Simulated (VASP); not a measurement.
Here is a VASP 6.6.1 calculation.

POSCAR

```
Ag
1.0
    0.0000000000      2.0151418859      2.0151418859
    2.0151418859      0.0000000000      2.0151418859
    2.0151418859      2.0151418859      0.0000000000
Ag
1
Direct
    0.0000000000      0.0000000000      0.0000000000
```

Contents of INCAR.step1:

```
  PREC = Accurate
  ENCUT = 520
  EDIFF = 1E-5
  ISMEAR = -1
  SIGMA = 0.05
  LREAL = F
  LASPH = T
  NELM = 80
  ALGO = Normal
  ISIF = 2
  LWAVE = T
  GGA = PE
  NBANDS = 12
```

File INCAR.step2:

```
  PREC = Accurate
  ENCUT = 520
  EDIFF = 1E-6
  ISMEAR = -1
  SIGMA = 0.05
  LREAL = F
  LASPH = T
  NELM = 80
  ALGO = Normal
  ISIF = 2
  LWAVE = F
  LCHARG = T
  GGA = PE
  LHFCALC = T
  AEXX = 0.25
  HFSCREEN = 0.3
  PRECFOCK = Normal
  LELF = T
  LVHAR = T
  ISTART = 1
  NBANDS = 12
```

Contents of KPOINTS:

```
regular mesh
0
Gamma
  6 6 6
```

Potentials or basis: VASP PAW PBE potentials, release 64 (Ag).

The run is started by

```sh
$ cat potpaw_PBE.64/Ag/POTCAR > POTCAR
$ cp INCAR.step1 INCAR
$ mpirun -np 1 vasp_std > vasp.out
$ cp INCAR.step2 INCAR
$ mpirun -np 1 vasp_std > vasp.out
```

Question: What does it give for the band gap on the k mesh?

Answer: Zero (an odd number of electrons rules out a gap without spin polarisation).

Question: Predict the pressure.

Answer: 10.0 GPa.

Caveat: the k points lie up to 0.45 Å⁻¹ apart, too coarse for converged energies and pressures of a metal; the PAW data sets were made with another functional, which shifts forces and pressure a little.
